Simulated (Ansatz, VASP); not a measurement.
# Ge: VASP beside Ansatz

INCAR

```
SYSTEM = Ge
PREC = Accurate ; ENCUT = 520
EDIFF = 1E-6 ; ISMEAR = -1
SIGMA = 0.05 ; LREAL = .False.
LASPH = .True. ; NELM = 100
ALGO = Normal ; ISIF = 2
LWAVE = .False. ; LCHARG = .True.
GGA = PS ; LELF = .True.
LVHAR = .True. ; NBANDS = 36
```

File KPOINTS:

```
regular mesh
0
Gamma
  6 6 2
  0 0 0
```

The input POSCAR:

```
Ge
1.0
    4.0504050000      0.0000000000      0.0000000000
   -2.0252020000      3.5077530000      0.0000000000
    0.0000000000      0.0000000000     10.9933590000
Ge
4
Direct
    0.0000000000      0.0000000000      0.9774520000
    0.0000000000      0.0000000000      0.4774520000
    0.3333333333      0.6666666667      0.9148480000
    0.6666666667      0.3333333333      0.4148480000
```

Input for Ansatz:

```yaml
crystal:
  lattice:
    - [4.050405, 0.0, 0.0]
    - [-2.025202, 3.507753, 0.0]
    - [0.0, 0.0, 10.993359]
  atoms:
    - { symbol: Ge, position: [0.0, 0.0, 0.9774520000000001] }
    - { symbol: Ge, position: [0.0, 0.0, 0.477452] }
    - { symbol: Ge, position: [0.33333333333333337, 0.6666666666666666, 0.914848] }
    - { symbol: Ge, position: [0.6666666666666667, 0.3333333333333333, 0.41484799999999994] }
kpoints:
  mp_grid:
    grid: [6, 6, 2]
hamiltonian:
  xc: pbesol
scf:
  occupations:
    method: fermi_dirac
    width: 0.05
output:
  forces: true
```

Alike in both runs: task single point; functional PBEsol; k mesh 6 × 6 × 2; occupations fermi-dirac, width 0.05 eV; no spin polarisation.

```csv
,VASP,Ansatz
version,VASP 6.6.1,Ansatz 0.2.0
potentials or method,"VASP PAW PBE potentials, release 64 (Ge_d)","plane waves, PAW"
plane-wave cutoff (eV),520,420
valence electrons in the cell,56,56
```

Ansatz gave:

- rms of the force components (eV/Å): 0.092

**Question.** Which values does VASP return?

**Answer.** rms of the force components (eV/Å): 0.094.

VASP's potentials were made for PBE, not for PBEsol. Atom by atom the forces differ by 0.002 eV/Å (rms over components). The functional is the same, so the differences come from potentials, cutoffs and numerics.
